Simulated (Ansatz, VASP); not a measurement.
## One calculation of Ba, two programs

```
Ba
1.0
    -2.37186    2.37186    2.37186
     2.37186   -2.37186    2.37186
     2.37186    2.37186   -2.37186
Ba
1
Direct
  0.00000 0.00000 0.00000
```

Alike in both runs: task single point; functional PBEsol; k mesh 15 × 15 × 15; occupations fermi-dirac, width 0.1 eV; no spin polarisation.

|  | VASP | Ansatz |
| --- | --- | --- |
| version | VASP 6.6.1 | Ansatz 0.2.0 |
| potentials or method | VASP PAW PBE potentials, release 64 (Ba_sv), cutoff 520 eV | plane waves (420 eV) with PAW, scalar-relativistic |
| valence electrons in the cell | 10 | 10 |

VASP gave:

* pressure (GPa): 1.0

What did Ansatz give for the same quantities?

Pressure (GPa): 0.9.

VASP's potentials were made for PBE, not for PBEsol, and Ansatz warns of the same on its side.

Neither program's run includes spin-orbit coupling.
